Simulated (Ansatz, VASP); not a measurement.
**BaO in VASP and in Ansatz**

The input INCAR:

```
SYSTEM = BaO
PREC = Accurate ; ENCUT = 600
EDIFF = 1E-7 ; ISMEAR = 0
SIGMA = 0.02 ; LREAL = .False.
LASPH = .True. ; NELM = 120
ALGO = Normal ; ISIF = 3
LWAVE = .False. ; LCHARG = .False.
GGA = PE ; IBRION = 2
NSW = 80 ; EDIFFG = -0.01
GGA_COMPAT = .False. ; NELMIN = 4
```

KPOINTS

```
regular mesh
0
Gamma
  8 8 8
  0 0 0
```

POSCAR

```
BaO
1.0
    0.0000000000      2.7870094962      2.7870094962
    2.7870094962      0.0000000000      2.7870094962
    2.7870094962      2.7870094962      0.0000000000
Ba O
1 1
Direct
    0.0000000000      0.0000000000      0.0000000000
    0.5000000000      0.5000000000      0.5000000000
```

Input for Ansatz:

```yaml
crystal:
  lattice:
    - [0.0, 2.7870094962, 2.7870094962]
    - [2.7870094962, 0.0, 2.7870094962]
    - [2.7870094962, 2.7870094962, 0.0]
  atoms:
    - { symbol: Ba, position: [0.0, 0.0, 0.0] }
    - { symbol: O, position: [0.5, 0.5, 0.5] }
basis:
  ecutwfc: 420
kpoints:
  mp_grid: { grid: [8, 8, 8] }
hamiltonian:
  xc: pbe
scf:
  occupations: { method: gaussian, width: 0.02 }
output:
  forces: true
  stress: true
  eigenvalues: true
relax:
  adjacent_minimum: "off"
  f_tol: 0.01
  max_steps: 60
  cell: { stress_tol: 0.1 }
```

Alike in both runs: task relaxation of cell and atoms; functional PBE; k mesh 8 × 8 × 8; occupations gaussian, width 0.02 eV; no spin polarisation.

|  | VASP | Ansatz |
| --- | --- | --- |
| version | VASP 6.6.1 | Ansatz 0.2.0 |
| potentials or method | VASP PAW PBE potentials, release 64 (Ba_sv, O), cutoff 600 eV | scalar-relativistic, plane waves, PAW |
| valence electrons in the cell | 16 | 16 |

VASP gave:

```
gap on the k mesh at the Fermi level, each at its own relaxed structure (eV) : 2.10
relaxed volume (Å³/atom)                                                     : 22.10
relaxed cell length with the largest relative difference (Å)                 : 3.969
```

Q: What did Ansatz give for the same quantities?

A: gap on the k mesh at the Fermi level, each at its own relaxed structure (eV): 2.10; relaxed volume (Å³/atom): 21.65; relaxed cell length with the largest relative difference (Å): 3.941.

Spin-orbit coupling is off throughout.
